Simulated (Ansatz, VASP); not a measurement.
**Two plane-wave programs on Fe**

```xyz
1
Lattice="-1.4430 1.4430 1.4430 1.4430 -1.4430 1.4430 1.4430 1.4430 -1.4430" Properties=species:S:1:pos:R:3 pbc="T T T"
Fe    0.0000    0.0000    0.0000
```

Alike in both runs: task single point; functional PBE; k mesh 13 × 13 × 13; occupations gaussian, width 0.015 eV; collinear spin.

```csv
,VASP,Ansatz
version,VASP 6.6.1,Ansatz 0.2.0
potentials or method,"VASP PAW PBE potentials, release 64 (Fe)",Ansatz PAW
plane-wave cutoff (eV),520,420
valence electrons in the cell,8,16
```

```csv
,VASP,Ansatz,Ansatz less VASP
gap on the k mesh at the Fermi level (eV),none,none,-
pressure (GPa),-9.2,-9.6,-0.42
net moment per atom (μB),2.28,2.25,-0.033
size of the moment on the site where the two differ most (μB),2.29,2.31,+0.015
```

Site moments also hang on the region over which each program counts them. A gap of «none» marks a metal or a gap that the smearing closes. VASP's potentials hold 8 valence electrons a cell and Ansatz's 16, so a difference there can come from the potentials and not from the codes.
